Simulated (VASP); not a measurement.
Input of a VASP 6.6.1 run:

INCAR

```
  PREC = Accurate
  ENCUT = 520
  EDIFF = 1E-7
  ISMEAR = -1
  SIGMA = 0.05
  LREAL = F
  LASPH = T
  NELM = 60
  ALGO = Normal
  ISIF = 2
  LWAVE = F
  LCHARG = F
  GGA = PE
  NBANDS = 8
```

Contents of KPOINTS:

```
Automatic mesh
0
Gamma
  19 19 19
```

File POSCAR:

```
Sb
1.0
   -1.4850750000      1.5098750000      2.4800000000
    1.5098750000     -1.4850750000      2.4800000000
    1.5001250000      1.5001250000     -2.4649500000
Sb
1
Direct
    0.0000000000      0.0000000000      0.0000000000
```

Potentials or basis: VASP PAW PBE potentials, release 64 (Sb).

Run with:

```console
$ cat potpaw_PBE.64/Sb/POTCAR > POTCAR
$ mpirun -np 1 vasp_std > vasp.out
```

Q: What does it give for the pressure?

A: 19.2 GPa.

Q: Estimate the band gap on the k mesh.

A: Zero (an odd number of electrons rules out a gap without spin polarisation).

Stress tensor (GPa, compression positive):
```
19.95  0.24 -0.04
 0.24 19.95 -0.04
-0.04 -0.04 17.82
```

Caveat: the cell differs from its parent crystal (equal xy, yz and zx shear strains of +1 %); the cell stands under pressure; spin-orbit coupling is left out, which moves the levels of the heavy elements.
